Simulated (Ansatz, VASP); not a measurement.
# One calculation of Si, two programs

```xyz
2
Lattice="3.7080 0.0000 0.0000 -1.8540 3.2112 0.0000 0.0000 0.0000 28.0000" Properties=species:S:1:pos:R:3 pbc="T T T"
Si    0.0000    2.1408   14.5000
Si    1.8540    1.0704   13.5000
```

Alike in both runs: task single point; functional LDA; k mesh 15 × 15 × 1; occupations gaussian, width 0.1 eV; no spin polarisation.

|  | VASP | Ansatz |
| --- | --- | --- |
| version | VASP 6.6.1 | Ansatz 0.2.0 |
| potentials or method | VASP PAW LDA potentials, release 64 (Si), cutoff 520 eV | scalar-relativistic, plane waves, PAW |
| valence electrons in the cell | 8 | 8 |

|  | VASP | Ansatz | Ansatz less VASP |
| --- | --- | --- | --- |
| gap on the k mesh at the Fermi level (eV) | none | none | - |
| rms of the force components (eV/Å) | 1.075 | 1.084 | +0.0086 |

Ansatz warns that its potentials were made for another functional, while VASP's fit it. LDA's correlation is that of Perdew and Zunger in VASP and of Perdew and Wang (1992) in Ansatz. Atom by atom the forces differ by 0.009 eV/Å (rms over components). A gap of «none» marks a metal or a gap that the smearing closes.
